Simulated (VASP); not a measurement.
Runs of VASP 6.6.1 on Hf. The structure is that of space group Pm-3m (No. 221), or close to it. The cells are those of the table. This isn't the form of Hf at room conditions, which is hcp.

| task | cell | k mesh | cutoff (eV) | gap on the mesh (eV) | pressure (GPa) |
| --- | --- | --- | --- | --- | --- |
| single point | a = 2.956 Å, 1 atom | 18 × 18 × 18 | 520 | none | -2.9 |
| single point | a = 2.917 Å, 1 atom | 18 × 18 × 18 | 520 | none | (a) |
| relaxation of cell and atoms | relaxed from a = 2.891 Å, 1 atom | 11 × 11 × 11 | 600 | none | 0.0 |
| single point | a = 2.878 Å, 1 atom | 18 × 18 × 18 | 520 | none | 2.8 |
| single point | a = 2.837 Å, 1 atom | 18 × 18 × 18 | 520 | none | 6.6 |

Alike in all rows: level PBE; potentials or basis VASP PAW PBE potentials, release 64 (Hf_pv); no spin polarisation; smearing fermi-dirac 0.1 eV.

Question: Estimate the missing entries.

Answer: (a) -0.3.

Caveats: spin-orbit coupling is left out, which moves the levels of the heavy elements; the cell stands under pressure (at least some runs).

A k mesh can miss the band edges, and the runs leave out spin-orbit coupling on Hf.

A gap of «none» marks levels without a gap at the run's occupations.
